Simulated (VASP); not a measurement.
Set up this calculation in VASP 6.6.1, as the native input.

* Task: single point
* Functional: PBE
* Potentials or basis: VASP PAW PBE potentials, release 64 (As)
* Cutoff: 520 eV
* k mesh: 21 × 21 × 21
* Occupations: fermi-dirac, width 0.1 eV
* Spin: no spin polarisation
* Dipole correction: no
* Further INCAR settings: ALGO = Normal; EDIFF = 1e-06; NBANDS = 8

The structure of As lies in POSCAR:

```
As
1.0
    0.0000000000      1.6085937185      1.6085937185
    1.6085937185      0.0000000000      1.6085937185
    1.6085937185      1.6085937185      0.0000000000
As
1
Direct
    0.0000000000      0.0000000000      0.0000000000
```

These files were run (other wordings do the same):

INCAR

```
SYSTEM = As
PREC = Accurate ; ENCUT = 520
EDIFF = 1E-6 ; ISMEAR = -1
SIGMA = 0.1 ; LREAL = .False.
LASPH = .True. ; NELM = 100
ALGO = Normal ; ISIF = 2
LWAVE = .False. ; LCHARG = .False.
GGA = PE ; NBANDS = 8
```

KPOINTS

```
Automatic mesh
0
Gamma
  21 21 21
  0 0 0
```

Potentials or basis: VASP PAW PBE potentials, release 64 (As).

Command:

```bash
$ cat potpaw_PBE.64/As/POTCAR > POTCAR
$ mpirun -np 1 vasp_std > vasp.out
```

It gave:

The pressure is 429.5 GPa.

It took 14 s on 1 thread of AMD EPYC 7R43 64-Core Processor (Zen 3), on a shared host, peak memory 0.09 GiB.
